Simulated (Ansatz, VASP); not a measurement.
**Two plane-wave programs on Cu**

POSCAR

```
Cu
1.0
    0.0000000000      1.8075000000      1.8075000000
    1.8075000000      0.0000000000      1.8075000000
    1.8075000000      1.8075000000      0.0000000000
Cu
1
Direct
    0.0000000000      0.0000000000      0.0000000000
```

The input INCAR.step1:

```
SYSTEM = Cu
PREC = Accurate
ENCUT = 600
EDIFF = 1E-5
ISMEAR = -1
SIGMA = 0.05
LREAL = .FALSE.
LASPH = .TRUE.
NELM = 120
ALGO = Normal
LWAVE = .TRUE.
LCHARG = .FALSE.
GGA = PE
NBANDS = 12
GGA_COMPAT = .FALSE.
IBRION = 2
ISIF = 3
EDIFFG = -0.005
NELMIN = 4
NSW = 100
```

The input INCAR.step2:

```
SYSTEM = Cu
PREC = Accurate
ENCUT = 600
EDIFF = 1E-7
ISMEAR = -1
SIGMA = 0.05
LREAL = .FALSE.
LASPH = .TRUE.
NELM = 120
ALGO = Normal
ISIF = 3
LWAVE = .FALSE.
LCHARG = .FALSE.
GGA = PS
LHFCALC = .TRUE.
AEXX = 0.25
HFSCREEN = 0.207
PRECFOCK = Normal
IBRION = 2
NSW = 60
EDIFFG = -0.01
ISTART = 1
GGA_COMPAT = .FALSE.
NELMIN = 4
```

Contents of KPOINTS:

```
Automatic mesh
0
G
  7 7 7
  0 0 0
```

File input.yaml:

```yaml
crystal:
  lattice:
    - [0.0, 1.8075, 1.8075]
    - [1.8075, 0.0, 1.8075]
    - [1.8075, 1.8075, 0.0]
  atoms:
    - { symbol: Cu, position: [0.0, 0.0, 0.0] }
hamiltonian:
  xc:
    exchange: hjs_pbesol
    correlation: pbesol
    exx: { coeff: 0.25, omega: 0.207 }
  pseudopotentials: { kind: paw }
kpoints:
  mp_grid: { grid: [7, 7, 7] }
scf:
  occupations: { method: fermi_dirac, width: 0.05 }
output:
  forces: true
  stress: true
relax:
  f_tol: 0.01
  max_steps: 40
  cell: { stress_tol: 0.05 }
```

Alike in both runs: task relaxation of cell and atoms; functional PBEsol-based screened hybrid; k mesh 7 × 7 × 7; occupations fermi-dirac, width 0.05 eV; no spin polarisation.

```csv
,VASP,Ansatz
version,VASP 6.6.1,Ansatz 0.2.0
potentials or method,"VASP PAW PBE potentials, release 64 (Cu)",Ansatz PAW
plane-wave cutoff (eV),600,420
valence electrons in the cell,11,19
```

```tsv
	VASP	Ansatz	Ansatz less VASP
gap on the k mesh at the Fermi level, each at its own relaxed structure (eV)	none	none	-
relaxed volume (Å³/atom)	11.51	11.45	-0.058
relaxed cell length with the largest relative difference (Å)	2.534	2.530	-0.0042
```

VASP's potentials were made for PBE, not for PBEsol-based screened hybrid. A gap of «none» marks a metal or a gap that the smearing closes. VASP's potentials hold 11 valence electrons a cell and Ansatz's 19, so a difference there can come from the potentials and not from the codes.

The k mesh is coarse, so the values compare programs but aren't converged. Noted on Ansatz's run: the plane-wave basis is chosen anew once the cell has moved, so the energies of steps on either side of that aren't comparable.
